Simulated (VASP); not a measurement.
# Mg (P6_3/mmc) in VASP: notebook

Runs on Mg. Level: PBEsol. Tasks: single point.

Program: VASP 6.6.1. These are calculated values, not measurements. Logs are shortened: lines on timing, memory, paths and dates and some standing lists are left out, and cuts for length are marked.

### Step 1. The cell of the first run

Symmetry: P6_3/mmc, No. 194, hexagonal system. The conventional cell has a = 2.876 Å, b = 2.876 Å, c = 9.339 Å, α = 90.00°, β = 90.00°, γ = 120.00°. Within 3.8 Å of Mg (site symmetry -6m2) lie 12 Mg at 2.87 to 2.88 Å. Mg (site symmetry -3m) has 12 Mg at 2.87 to 2.88 Å within 3.8 Å.

### Step 2. Single point, PBEsol

File INCAR:

```
SYSTEM = Mg
PREC = Accurate
ENCUT = 520
EDIFF = 1E-6
ISMEAR = -1
SIGMA = 0.05
LREAL = .FALSE.
LASPH = .TRUE.
NELM = 80
ALGO = Normal
ISIF = 2
LWAVE = .FALSE.
LCHARG = .TRUE.
GGA = PS
LELF = .TRUE.
LVHAR = .TRUE.
NBANDS = 12
```

File KPOINTS:

```
Automatic mesh
0
G
  10 10 3
  0 0 0
```

File POSCAR:

```
Mg
1.0
    2.8763635491      0.0000000000      0.0000000000
   -1.4381817745      2.4910039040      0.0000000000
    0.0000000000      0.0000000000      9.3394979009
Mg
4
Direct
    0.6666666667      0.3333333333      0.7500000000
    0.0000000000      0.0000000000      0.5000000000
    0.3333333333      0.6666666667      0.2500000000
    0.0000000000      0.0000000000      0.0000000000
```

Potentials or basis: VASP PAW PBE potentials, release 64 (Mg).

Launch:

```sh
cat potpaw_PBE.64/Mg/POTCAR > POTCAR
mpirun -np 1 vasp_std > vasp.out
```

OUTCAR:

```text
SYSTEM = Mg
   PREC = Accurate
   ENCUT = 520
   EDIFF = 1E-6
   ISMEAR = -1
   LREAL = .FALSE.
   LASPH = .TRUE.
   NELM = 80
   ISIF = 2
   GGA = PS

 ion  position               nearest neighbor table
   1  0.667  0.333  0.750-   2 2.87   4 2.87   2 2.87   4 2.87   2 2.87   4 2.87
   2  0.000  0.000  0.500-   1 2.87   3 2.87   3 2.87   1 2.87   1 2.87   3 2.87
   3  0.333  0.667  0.250-   2 2.87   4 2.87   2 2.87   4 2.87   2 2.87   4 2.87
   4  0.000  0.000  0.000-   1 2.87   3 2.87   3 2.87   1 2.87   1 2.87   3 2.87

  LATTYP: Found a hexagonal cell.
 ALAT       =     2.8763635491
 C/A-ratio  =     3.2469810375

  Lattice vectors:

 A1 = (   2.8763635491,   0.0000000000,   0.0000000000)
 A2 = (  -1.4381817745,   2.4910039040,   0.0000000000)
 A3 = (   0.0000000000,   0.0000000000,   9.3394979009)

Analysis of symmetry for initial positions (statically):
=====================================================================
 Subroutine PRICEL returns:
 Original cell was already a primitive cell.

 Routine SETGRP: Setting up the symmetry group for a
 hexagonal supercell.

 Subroutine GETGRP returns: Found 24 space group operations
 (whereof 12 operations were pure point group operations)
 out of a pool of 24 trial point group operations.

The static configuration has the point symmetry D_3d.
 The point group associated with its full space group is D_6h.

Analysis of symmetry for dynamics (positions and initial velocities):
=====================================================================
 Subroutine PRICEL returns:
 Original cell was already a primitive cell.

 Routine SETGRP: Setting up the symmetry group for a
 hexagonal supercell.

 Subroutine GETGRP returns: Found 24 space group operations
 (whereof 12 operations were pure point group operations)
 out of a pool of 24 trial point group operations.

The dynamic configuration has the point symmetry D_3d.
 The point group associated with its full space group is D_6h.

 Subroutine INISYM returns: Found 24 space group operations
 (whereof 12 operations are pure point group operations),
 and found     1 'primitive' translations

----------------------------------------------------------------------------------------

                                     Primitive cell

  volume of cell :      66.9178

  direct lattice vectors                    reciprocal lattice vectors
     2.876363549  0.000000000  0.000000000     0.347661199  0.200722287  0.000000000
    -1.438181775  2.491003904  0.000000000     0.000000000  0.401444574  0.000000000
     0.000000000  0.000000000  9.339497901     0.000000000  0.000000000  0.107072137

  length of vectors
[... 95 lines left out ...]
   TEBEG  =    0.0;   TEEND  =   0.0 temperature during run
   PSTRESS=    0.0 pullay stress
   NELECT =       8.0000    total number of electrons
   NUPDOWN=      -1.0000    fix difference up-down
   EMIN   =  10.00;   EMAX   =-10.00  energy-range for DOS
   EFERMI =   0.00;   METHOD = LEGACY
   ISMEAR =    -1;   SIGMA  =   0.05  broadening in eV -4-tet -1-fermi 0-gaus
   EFERMI_NEDOS =   21; number of points for ismear=-14 and -15
   IALGO  =     38    algorithm
   IMIX   =      4    mixing-type and parameters
     AMIX     =   0.40;   BMIX     =  1.00
     AMIX_MAG =   1.60;   BMIX_MAG =  1.00
  volume/ion in A,a.u.               =      16.73       112.90
  Fermi-wavevector in a.u.,A,eV,Ry     =   0.806475  1.524017  8.849256  0.650402
  Thomas-Fermi vector in A             =   1.914914
   LORBIT       =      0    0 simple, 1 ext, 2 COOP (PROOUT), +10 PAW based schemes
   GGA     = PS    functional components
   LHFCALC =     F    Hartree Fock is set to
   AEXX    =    0.0000 exact exchange contribution
   IVDW    =     0    specifies the selected vdW correction
   LEPSILON=     F    determine dielectric tensor
   LRPA    =     F    only Hartree local field effects (RPA)
 non-spin polarized calculation
  energy-cutoff  :      520.00
  volume of cell :       66.92
 maximum number of plane-waves:      1823
 NGX is ok and might be reduce to    24
   NGX = 11   NGY = 11   NGZ = 35

 number of electron       8.0000000 magnetization

 Free energy of the ion-electron system (eV)
  ---------------------------------------------------
  ext. energy  EPLUGINS =         0.00000000
  ---------------------------------------------------
  free energy    TOTEN  =        -5.71450042 eV

  energy without entropy =       -5.69568354  energy(sigma->0) =       -5.70509198

 E-fermi :   4.5593     XC(G=0):  -9.5913

 val. band max:        4.5306212847   @ k =   0.3000   0.3000   0.0000
 cond. band min:       4.5631831946   @ k =   0.3000   0.2000   0.3333
 fundamental gap:      0.0325619099
 Fermi energy:         4.5593008977

 k-point     1 :       0.0000    0.0000    0.0000
  band No.  band energies     occupation
      1      -3.9392      2.00000
      2      -2.2292      2.00000
      3      -2.2218      2.00000
      4       2.2523      2.00000
      5       3.2342      2.00000
      6      10.4901      0.00000
      7      10.5061      0.00000
      8      17.3747      0.00000
      9      17.3747      0.00000
     10      17.8019      0.00000
     11      17.8019      0.00000
     12      18.1194      0.00000
[... 331 lines left out ...]
 k-point    24 :       0.4000    0.1000    0.3333
  band No.  band energies     occupation
      1       1.1662      2.00000
      2       1.6877      2.00000
      3       3.2879      2.00000
      4       3.5368      2.00000
      5       4.4039      1.91439
      6       5.4406      0.00000
      7       6.1648      0.00000
      8       7.5453      0.00000
      9       9.1525      0.00000
     10      10.0459      0.00000
     11      11.2344      0.00000
     12      12.1628      0.00000

 [... further k-points ...]
[... 5 lines left out ...]
  --------------------------------------------------------------------------------------
  -------------------------------------------------------------------------------------
  Total        8.4457433      8.4457433      8.4540534      0.0000000      0.0000000      0.0000000
  in kB      202.2119158    202.2119158    202.4108817      0.0000000      0.0000000      0.0000000
  external PRESSURE =     202.2782378 kB  Pullay stress =       0.0000000 kB

 VOLUME and BASIS-vectors are now :
 -----------------------------------------------------------------------------
  energy-cutoff  :      520.00
  volume of cell :       66.92
      direct lattice vectors                 reciprocal lattice vectors
     2.876363549  0.000000000  0.000000000     0.347661199  0.200722287  0.000000000
    -1.438181775  2.491003904  0.000000000     0.000000000  0.401444574  0.000000000
     0.000000000  0.000000000  9.339497901     0.000000000  0.000000000  0.107072137

 POSITION                                       TOTAL-FORCE (eV/Angst)
 -----------------------------------------------------------------------------------
      1.43818      0.83033      7.00462         0.000000     -0.000000     -0.000000
      0.00000      0.00000      4.66975         0.000000      0.000000      0.000000
     -0.00000      1.66067      2.33487        -0.000000      0.000000      0.000000
      0.00000      0.00000      0.00000         0.000000      0.000000      0.000000
 -----------------------------------------------------------------------------------
    total drift:                                0.000000     -0.000000      0.000000

  FREE ENERGIE OF THE ION-ELECTRON SYSTEM (eV)
  ---------------------------------------------------
  free  energy   TOTEN  =        -5.7145004219 eV

  energy  without entropy=       -5.6956835373  energy(sigma->0) =       -5.70509198
```

OSZICAR:

```text
N       E                     dE             d eps       ncg     rms          rms(c)
DAV:   1     0.487075770217E+01    0.48708E+01   -0.28040E+03   672   0.494E+02
DAV:   2    -0.550103764762E+01   -0.10372E+02   -0.10045E+02   832   0.625E+01
DAV:   3    -0.577824679041E+01   -0.27721E+00   -0.27364E+00   940   0.773E+00
DAV:   4    -0.577971519155E+01   -0.14684E-02   -0.14682E-02   800   0.633E-01
DAV:   5    -0.577973295905E+01   -0.17768E-04   -0.17767E-04   888   0.706E-02    0.131E+00
DAV:   6    -0.574168208225E+01    0.38051E-01   -0.66889E-04   808   0.166E-01    0.833E-01
DAV:   7    -0.571461123076E+01    0.27071E-01   -0.21729E-03   784   0.278E-01    0.358E-02
DAV:   8    -0.571450570877E+01    0.10552E-03   -0.89063E-05   868   0.462E-02    0.905E-03
DAV:   9    -0.571450048971E+01    0.52191E-05   -0.41494E-06   852   0.112E-02    0.237E-03
DAV:  10    -0.571450042185E+01    0.67857E-07   -0.52080E-07   532   0.302E-03
   1 F= -.57145004E+01 E0= -.57050920E+01  d E =-.188169E-01
```

stdout:

```text
POSCAR found type information on POSCAR Mg
 POSCAR found :  1 types and       4 ions
 scaLAPACK will be used
 -----------------------------------------------------------------------------
|                                                                             |
|                                                                             |
|     You enforced a specific xc type in the INCAR file but a different       |
|     I HOPE YOU KNOW WHAT YOU ARE DOING!                                     |
|                                                                             |
 -----------------------------------------------------------------------------

 LDA part: xc-table for (Slater+PW92), standard interpolation
 POSCAR, INCAR and KPOINTS ok, starting setup
 FFT: planning ... GRIDC
 FFT: planning ... GRID_SOFT
 FFT: planning ... GRID
 WAVECAR not read
 entering main loop
```

Run time: 8.9 s. Hardware: 1 thread of Intel Xeon 6975P-C (Granite Rapids), shared host; peak memory 0.18 GiB.

Results:

- Free energy: -5.7145 eV
- Pressure: 20.2 GPa
- Band gap on the k mesh: zero (bands 4 and 5 overlap by 1.79 eV)

Caveat: the cell stands under pressure; the PAW data sets were made with another functional, which shifts forces and pressure a little.

### Step 3. Single point, PBEsol

This run uses another cell than the first one, of 18.75 Å³/atom.

File INCAR:

```
ALGO = Normal ; EDIFF = 1E-6
ENCUT = 520 ; GGA = PS
ISIF = 2 ; ISMEAR = -1
LASPH = T ; LCHARG = T
LELF = T ; LREAL = F
LVHAR = T ; LWAVE = F
NBANDS = 12 ; NELM = 80
PREC = Accurate ; SIGMA = 0.05
```

File KPOINTS:

```
k-points
0
Gamma
  10 10 3
```

File POSCAR:

```
Mg
1.0
    2.9859321278      0.0000000000      0.0000000000
   -1.4929660639      2.5858930767      0.0000000000
    0.0000000000      0.0000000000      9.7108510831
Mg
4
Direct
    0.6666666667      0.3333333333      0.7500000000
    0.0000000000      0.0000000000      0.5000000000
    0.3333333333      0.6666666667      0.2500000000
    0.0000000000      0.0000000000      0.0000000000
```

Potentials or basis: VASP PAW PBE potentials, release 64 (Mg).

Launch:

```sh
cat potpaw_PBE.64/Mg/POTCAR > POTCAR
mpirun -np 1 vasp_std > vasp.out
```

Run time: 9.2 s. Hardware: 1 thread of Intel Xeon 6975P-C (Granite Rapids), shared host; peak memory 0.19 GiB.

It converged, with:

| Property | Result |
| --- | --- |
| Free energy | -6.4568 eV |
| Pressure | 10.1 GPa |
| Band gap on the k mesh | zero (bands 4 and 5 overlap by 1.83 eV) |

Levels at points of the mesh, in eV from the Fermi level:
```tsv
k point	band 1	band 2	band 3	band 4	band 5	band 6	band 7	band 8	band 9
(0.00, 0.00, 0.00)	-7.95	-6.37	-6.36	-2.14	-1.35	5.52	5.53	12.10	12.10
(0.50, 0.00, 0.00)	-2.58	-2.47	-1.42	-1.29	-0.63	-0.52	2.90	2.95	3.90
```

Caveat: the cell stands under pressure; the PAW data sets were made with another functional, which shifts forces and pressure a little.

### Step 4. Single point, PBEsol

This run uses another cell than the first one, of 20.30 Å³/atom.

File INCAR:

```
SYSTEM = Mg
  PREC = Accurate
  ENCUT = 520
  EDIFF = 1E-7
  ISMEAR = -1
  SIGMA = 0.05
  LREAL = .FALSE.
  LASPH = .TRUE.
  NELM = 80
  ALGO = Normal
  ISIF = 2
  LWAVE = .FALSE.
  LCHARG = .FALSE.
  GGA = PS
  NBANDS = 12
```

File KPOINTS:

```
Automatic mesh
0
G
  10 10 3
  0 0 0
```

File POSCAR:

```
Mg
1.0
    3.0551489959      0.0000000000      0.0000000000
   -1.5275744980      2.6458366428      0.0000000000
    0.0000000000      0.0000000000     10.0464388425
Mg
4
Direct
    0.6666666667      0.3333333333      0.7500000000
    0.0000000000      0.0000000000      0.5000000000
    0.3333333333      0.6666666667      0.2500000000
    0.0000000000      0.0000000000      0.0000000000
```

Launch:

```sh
cat potpaw_PBE.64/Mg/POTCAR > POTCAR
mpirun -np 1 vasp_std > vasp.out
```

Wall time 10 s (1 thread of Intel Xeon 6975P-C (Granite Rapids), shared host); peak memory 0.2 GiB.

Results (log left out):

| Item | Value |
| --- | --- |
| Free energy | -6.7447 eV |
| Pressure | 5.0 GPa |
| Band gap on the k mesh | zero (bands 4 and 5 overlap by 1.92 eV) |

Levels at points of the mesh, in eV from the Fermi level:
```tsv
k point	band 1	band 2	band 3	band 4	band 5	band 6	band 7	band 8
(0.00, 0.00, 0.00)	-7.59	-6.11	-6.10	-2.08	-1.47	5.08	5.09	11.73
(0.50, 0.00, 0.00)	-2.42	-2.35	-1.32	-1.23	-0.61	-0.53	2.77	2.86
```

Caveat: the cell stands under pressure; the PAW data sets were made with another functional, which shifts forces and pressure a little.

(Part 1 of 2 ends here.)
